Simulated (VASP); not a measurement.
CdS: single point with PBE+U

Crystal: CdS.

```
Cd S
1.0
     0.00000    2.75324    2.75324
     2.75324    0.00000    2.75324
     2.75324    2.75324    0.00000
Cd S
1 1
Direct
  0.00000 0.00000 0.00000
  0.50000 0.50000 0.50000
```

```
Program             : VASP 6.6.1
Task                : single point
Functional          : PBE
Potentials or basis : VASP PAW PBE potentials, release 64 (Cd, S)
Cutoff              : 520 eV
k mesh              : 2 × 2 × 2
Occupations         : methfessel-paxton, width 0.1 eV
Spin                : no spin polarisation
Hubbard terms       : Cd d U = 2.4 eV
```

The pressure is 6.1 GPa. The band gap on the k mesh is 0.09 eV, indirect (least direct gap 1.37 eV).

Levels at points of the mesh, in eV from the valence-band top:
| k point | band 5 | band 6 | band 7 | band 8 | band 9 | band 10 | band 11 | band 12 | band 13 | band 14 |
| --- | --- | --- | --- | --- | --- | --- | --- | --- | --- | --- |
| (0.00, 0.00, 0.00) | -8.93 | -8.93 | -0.56 | -0.56 | -0.56 | 0.82 | 8.99 | 8.99 | 8.99 | 11.15 |
| (0.50, 0.00, 0.00) | -8.77 | -8.77 | -4.92 | 0.00 | 0.00 | 3.49 | 5.81 | 5.81 | 6.65 | 12.05 |
| (0.50, 0.50, 0.00) | -8.71 | -7.82 | -4.08 | -1.98 | -1.98 | 0.09 | 5.83 | 9.84 | 11.09 | 11.09 |

Eigenvalues of the final occupation matrices:
| site | spin | trace | eigenvalues |
| --- | --- | --- | --- |
| site 1 d | 1 | 4.87 | 0.97 0.97 0.97 0.99 0.99 |
| site 1 d | 2 | 4.87 | 0.97 0.97 0.97 0.99 0.99 |

Run time: 5.8 s on 1 thread of Intel(R) Xeon(R) 6975P-C (Granite Rapids), with other jobs on the host, peak memory 0.16 GiB.

Caveat: the k points lie up to 0.99 Å⁻¹ apart. A k mesh can miss the band edges.
